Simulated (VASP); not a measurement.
# AlN: single point with PBE

Crystal: AlN.

```
Al N
1.0
     3.11100    0.00000    0.00000
    -1.55550    2.69421    0.03368
     0.00000    0.06223    4.97800
Al N
2 2
Direct
  0.33333 0.66667 0.00000
  0.66667 0.33333 0.50000
  0.33333 0.66667 0.38500
  0.66667 0.33333 0.88500
```

This cell differs from its parent crystal: strain +0.0250 x Voigt [0, 0, 0, 1, 0, 0].

```json
{
  "Program": "VASP 6.6.1",
  "Task": "single point",
  "Functional": "PBE",
  "Potentials or basis": "VASP PAW PBE potentials, release 64 (Al, N)",
  "Cutoff": "520 eV",
  "k mesh": "12 × 12 × 6",
  "Occupations": "gaussian, width 0.05 eV",
  "Spin": "no spin polarisation"
}
```

- Pressure: 3.8 GPa
- Largest force: 0.236 eV/Å
- Band gap on the k mesh: 4.14 eV

Forces in eV/Å, atoms in the order of the input:
```
Al   0.000 -0.144  0.185
Al   0.000 -0.127  0.185
N    0.000  0.125 -0.185
N    0.000  0.147 -0.185
```

Stress tensor (GPa, compression positive):
```
 4.43  0.00  0.00
 0.00  4.41 -3.23
 0.00 -3.23  2.68
```

Levels at points of the mesh, in eV from the valence-band top:
```tsv
k point	band 4	band 5	band 6	band 7	band 8	band 9	band 10	band 11	band 12	band 13
(0.00, 0.00, 0.00)	-0.96	-0.96	-0.32	-0.31	0.00	4.14	6.60	10.57	11.07	11.07
(0.50, 0.00, 0.00)	-4.26	-3.39	-2.18	-1.82	-0.78	5.75	5.78	8.08	10.20	10.90
(0.00, 0.50, 0.00)	-4.27	-3.37	-2.18	-1.81	-0.78	5.73	5.79	8.11	10.21	10.86
(0.00, 0.00, 0.50)	-3.37	-0.69	-0.69	-0.60	-0.60	6.42	6.42	10.27	10.27	11.27
(0.50, 0.00, 0.50)	-5.64	-1.59	-1.56	-1.45	-1.34	5.21	5.29	9.07	9.27	11.66
(0.00, 0.50, 0.50)	-5.60	-1.59	-1.53	-1.53	-1.29	5.17	5.33	8.97	9.38	11.64
```

Wall time 79 s on 1 thread of Intel(R) Xeon(R) Platinum 8259CL CPU @ 2.50GHz (Skylake/Cascade Lake), on a shared host, peak memory 0.25 GiB.

Caveat: the cell differs from its parent crystal (strain +0.0250 x Voigt [0, 0, 0, 1, 0, 0]); the cell stands under pressure. A k mesh can miss the band edges.
